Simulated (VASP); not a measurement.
# MgO3 (Pm-3m) in VASP: a series of runs

Runs on MgO3. Level: PBE. Tasks: single point, relaxation of cell and atoms.

All numbers are computed with VASP 6.6.1; they aren't measurements. Logs are shortened: lines on timing, memory, paths and dates and some standing lists are left out, and cuts for length are marked.

## 1. The cell of the first run

The structure is cubic, space group Pm-3m (No. 221). The conventional cell has a = 3.385 Å, b = 3.385 Å, c = 3.385 Å, α = 90.00°, β = 90.00°, γ = 90.00°. Within 3.2 Å of Mg (site symmetry m-3m) lie 12 O at 2.39 Å. O (site symmetry 4/mmm) has 4 Mg at 2.39 Å and 8 O at 2.39 Å within 3.2 Å.

## 2. Single point, PBE, collinear spin, ferromagnetic start

Contents of INCAR:

```
PREC = Accurate
ENCUT = 520
EDIFF = 1E-6
ISMEAR = 0
SIGMA = 0.1
LREAL = F
LASPH = T
NELM = 150
ALGO = Normal
ISIF = 2
LWAVE = F
LCHARG = F
ISPIN = 2
MAGMOM = 0 1.45 1.45 1.45
LORBIT = 11
GGA = PE
NBANDS = 22
```

Contents of KPOINTS:

```
Automatic mesh
0
Gamma
  6 6 6
```

Contents of POSCAR:

```
MgO3
1.0
    3.3853379383      0.0000000000      0.0000000000
    0.0000000000      3.3853379383      0.0000000000
    0.0000000000      0.0000000000      3.3853379383
Mg O
1 3
Direct
    0.0000000000      0.0000000000      0.0000000000
    0.0000000000      0.5000000000      0.5000000000
    0.5000000000      0.0000000000      0.5000000000
    0.5000000000      0.5000000000      0.0000000000
```

Potentials or basis: VASP PAW PBE potentials, release 64 (Mg, O).

Started as:

```bash
$ cat potpaw_PBE.64/Mg/POTCAR potpaw_PBE.64/O/POTCAR > POTCAR
$ mpirun -np 1 vasp_std > vasp.out
```

OUTCAR:

```text
PREC = Accurate
   ENCUT = 520
   EDIFF = 1E-6
   ISMEAR = 0
   LREAL = F
   LASPH = T
   NELM = 150
   ISIF = 2
   ISPIN = 2
   LORBIT = 11
   GGA = PE

 ion  position               nearest neighbor table
   1  0.000  0.000  0.000-   2 2.39   3 2.39   4 2.39   2 2.39   3 2.39   2 2.39   4 2.39   2 2.39
                             3 2.39   4 2.39   3 2.39   4 2.39
   2  0.000  0.500  0.500-   1 2.39   1 2.39   1 2.39   1 2.39
   3  0.500  0.000  0.500-   1 2.39   1 2.39   1 2.39   1 2.39
   4  0.500  0.500  0.000-   1 2.39   1 2.39   1 2.39   1 2.39

  LATTYP: Found a simple cubic cell.
 ALAT       =     3.3853379383

  Lattice vectors:

 A1 = (   3.3853379383,   0.0000000000,   0.0000000000)
 A2 = (   0.0000000000,   3.3853379383,   0.0000000000)
 A3 = (   0.0000000000,   0.0000000000,   3.3853379383)

Analysis of symmetry for initial positions (statically):
=====================================================================
 Subroutine PRICEL returns:
 Original cell was already a primitive cell.

 Routine SETGRP: Setting up the symmetry group for a
 simple cubic supercell.

 Subroutine GETGRP returns: Found 48 space group operations
 (whereof 48 operations were pure point group operations)
 out of a pool of 48 trial point group operations.

The static configuration has the point symmetry O_h .

Analysis of symmetry for dynamics (positions and initial velocities):
=====================================================================
 Subroutine PRICEL returns:
 Original cell was already a primitive cell.

 Routine SETGRP: Setting up the symmetry group for a
 simple cubic supercell.

 Subroutine GETGRP returns: Found 48 space group operations
 (whereof 48 operations were pure point group operations)
 out of a pool of 48 trial point group operations.

The dynamic configuration has the point symmetry O_h .

Analysis of structural, dynamic, and magnetic symmetry:
=====================================================================
 Subroutine PRICEL returns:
 Original cell was already a primitive cell.

 Routine SETGRP: Setting up the symmetry group for a
 simple cubic supercell.

 Subroutine GETGRP returns: Found 48 space group operations
 (whereof 48 operations were pure point group operations)
 out of a pool of 48 trial point group operations.

The overall configuration has the point symmetry O_h .

[... 121 lines left out ...]
   LORBIT       =     11    0 simple, 1 ext, 2 COOP (PROOUT), +10 PAW based schemes
   GGA     = PE    functional components
   LHFCALC =     F    Hartree Fock is set to
   AEXX    =    0.0000 exact exchange contribution
   IVDW    =     0    specifies the selected vdW correction
   LEPSILON=     F    determine dielectric tensor
   LRPA    =     F    only Hartree local field effects (RPA)
 spin polarized calculation
 Gauss-broadening in eV      SIGMA  =   0.10
  energy-cutoff  :      520.00
  volume of cell :       38.80
 maximum number of plane-waves:      1068
 NGX is ok and might be reduce to    28
   NGX = 13   NGY = 13   NGZ = 13

 number of electron      19.9999987 magnetization       3.9991946

 Free energy of the ion-electron system (eV)
  ---------------------------------------------------
  ext. energy  EPLUGINS =         0.00000000
  ---------------------------------------------------
  free energy    TOTEN  =       -16.76859634 eV

  energy without entropy =      -16.76070078  energy(sigma->0) =      -16.76464856

 E-fermi :   2.1808     XC(G=0): -10.9218

 val. band max:        2.1454777877   @ k =   0.3333   0.1667   0.1667
 cond. band min:       2.2002631440   @ k =   0.1667   0.1667   0.0000
 fundamental gap:      0.0547853563
 Fermi energy:         2.1808359184

 spin component 1

 k-point     1 :       0.0000    0.0000    0.0000
  band No.  band energies     occupation
      1     -17.6344      1.00000
      2     -14.2518      1.00000
      3     -14.2518      1.00000
      4      -2.7130      1.00000
      5      -2.7130      1.00000
      6      -2.7130      1.00000
[... 489 lines left out ...]
     21      26.5316      0.00000
     22      26.5316      0.00000
 Fermi energy:         2.1808359184

 spin component 2

 k-point     1 :       0.0000    0.0000    0.0000
  band No.  band energies     occupation
      1     -15.7010      1.00000
      2     -11.8793      1.00000
      3     -11.8793      1.00000
      4      -0.9267      1.00000
      5      -0.9267      1.00000
      6      -0.9267      1.00000
[... 489 lines left out ...]
     21      26.5305      0.00000
     22      26.5305      0.00000

------------------------ aborting loop because EDIFF is reached ----------------------------------------

  FORCE on cell =-STRESS in cart. coord.  units (eV):
  Direction    XX          YY          ZZ          XY          YZ          ZX
  --------------------------------------------------------------------------------------
  -------------------------------------------------------------------------------------
  Total       -0.2126993     -0.2126993     -0.2126993     -0.0000000     -0.0000000      0.0000000
  in kB       -8.7835614     -8.7835614     -8.7835614     -0.0000000     -0.0000000      0.0000000
  external PRESSURE =      -8.7835614 kB  Pullay stress =       0.0000000 kB

 VOLUME and BASIS-vectors are now :
 -----------------------------------------------------------------------------
  energy-cutoff  :      520.00
  volume of cell :       38.80
      direct lattice vectors                 reciprocal lattice vectors
     3.385337938  0.000000000  0.000000000     0.295391485  0.000000000  0.000000000
     0.000000000  3.385337938  0.000000000     0.000000000  0.295391485  0.000000000
     0.000000000  0.000000000  3.385337938     0.000000000  0.000000000  0.295391485

 POSITION                                       TOTAL-FORCE (eV/Angst)
 -----------------------------------------------------------------------------------
      0.00000      0.00000      0.00000         0.000000      0.000000      0.000000
      0.00000      1.69267      1.69267         0.000000      0.000000      0.000000
      1.69267      0.00000      1.69267         0.000000      0.000000      0.000000
      1.69267      1.69267      0.00000         0.000000      0.000000      0.000000
 -----------------------------------------------------------------------------------
    total drift:                                0.000000      0.000000      0.000000

  FREE ENERGIE OF THE ION-ELECTRON SYSTEM (eV)
  ---------------------------------------------------
  free  energy   TOTEN  =       -16.7685963392 eV

  energy  without entropy=      -16.7607007833  energy(sigma->0) =      -16.76464856

 total charge

# of ion       s       p       d       tot
------------------------------------------
    1        0.095   0.101   0.041   0.236
    2        1.615   3.138   0.000   4.753
    3        1.615   3.138   0.000   4.753
    4        1.615   3.138   0.000   4.753
--------------------------------------------------
tot          4.939   9.515   0.041  14.494

 magnetization (x)

# of ion       s       p       d       tot
------------------------------------------
    1       -0.011  -0.010  -0.000  -0.021
    2        0.018   1.150   0.000   1.168
    3        0.018   1.150   0.000   1.168
    4        0.018   1.150   0.000   1.168
--------------------------------------------------
tot          0.043   3.440  -0.000   3.483
```

stdout:

```text
POSCAR found type information on POSCAR MgO
 POSCAR found :  2 types and       4 ions
 scaLAPACK will be used
 LDA part: xc-table for (Slater+PW92), standard interpolation
 POSCAR, INCAR and KPOINTS ok, starting setup
 FFT: planning ... GRIDC
 FFT: planning ... GRID_SOFT
 FFT: planning ... GRID
 WAVECAR not read
 entering main loop
```

Run time: 32 s. Hardware: 1 thread of Intel Xeon 6975P-C (Granite Rapids), shared host; peak memory 0.17 GiB.

What came out:

| Quantity | Value |
| --- | --- |
| Free energy | -16.7686 eV |
| Pressure | -0.9 GPa |
| Band gap on the k mesh | zero (filled and empty bands overlap) |
| Net moment | 4.00 μB per cell |
| Site moments | Mg -0.02; O +1.17 μB |
| Valence electrons inside the program's atomic spheres | Mg 0.24; O 4.75 |

Levels at points of the mesh, in eV from the Fermi level:
Spin up:
```
           k point  band 8  band 9  band 10  band 11  band 12  band 13  band 14  band 15  band 16  band 17
(0.00, 0.00, 0.00)   -1.66   -1.66    -0.33    -0.33    -0.33     4.99    12.25    12.25    15.36    16.56
(0.50, 0.00, 0.00)   -2.64   -2.43    -2.35    -0.67    -0.67     8.61     9.51    14.44    14.44    14.88
(0.50, 0.50, 0.00)   -2.55   -2.55    -2.38    -0.27    -0.21     9.32    11.93    11.93    12.89    18.07
(0.50, 0.50, 0.50)   -0.24   -0.24    -0.17    -0.17    -0.17     6.39    14.03    14.03    14.03    16.52
```
Spin down:
| k point | band 6 | band 7 | band 8 | band 9 | band 10 | band 11 |
| --- | --- | --- | --- | --- | --- | --- |
| (0.00, 0.00, 0.00) | -3.11 | 0.31 | 0.31 | 0.31 | 2.42 | 2.42 |
| (0.50, 0.00, 0.00) | -1.96 | -0.88 | -0.88 | -0.70 | 0.35 | 1.96 |
| (0.50, 0.50, 0.00) | -1.34 | -1.34 | -0.75 | -0.75 | 0.31 | 1.93 |
| (0.50, 0.50, 0.50) | -4.13 | -4.12 | 2.00 | 2.00 | 2.00 | 2.91 |

(Part 1 of 2 ends here.)
